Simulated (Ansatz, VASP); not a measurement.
**One calculation of Y, two programs**

```xyz
8
Lattice="-3.5792 6.2027 0.0013 -7.1628 -0.0024 0.0047 -3.5845 2.0658 5.8513" Properties=species:S:1:pos:R:3 pbc="T T T"
Y   -10.7423    6.2003    4.3939
Y    -7.1662    2.0647    1.4669
Y    -8.9541    5.1677    1.4677
Y    -8.9543    3.0989    4.3924
Y    -5.3716    5.1683    1.4657
Y    -5.3721    3.0996    4.3894
Y    -7.1614    6.1995    4.3913
Y    -3.5839    2.0652    1.4619
```

Change from the starting cell: cell x8, atoms moved at random (sigma 0.15 Å) and cell strained at random (1.5 %), then relaxed without symmetry.

Alike in both runs: functional PBE; k mesh 4 × 4 × 4; occupations gaussian, width 0.2 eV; no spin polarisation.

Ansatz relaxed the structure, and its values are those at the end. VASP's run is a single point on that final structure, the one shown.

|  | VASP | Ansatz |
| --- | --- | --- |
| version | VASP 6.6.1 | Ansatz 0.2.0 |
| potentials or method | VASP PAW PBE potentials, release 64 (Y_sv), cutoff 520 eV | scalar-relativistic, plane waves, PAW |
| valence electrons in the cell | 88 | 88 |

Ansatz gave:

| Quantity | Value |
| --- | --- |
| gap on the k mesh at the Fermi level (eV) | none |
| pressure (GPa) | -0.1 |
| rms of the force components (eV/Å) | 0.003 |

Task: What did VASP give for the same quantities?

Result: gap on the k mesh at the Fermi level (eV): none; pressure (GPa): -0.2; rms of the force components (eV/Å): 0.003.

A gap of «none» marks a metal or a gap that the smearing closes. With one functional, cell and mesh, what is left measures potentials, basis and numerics.
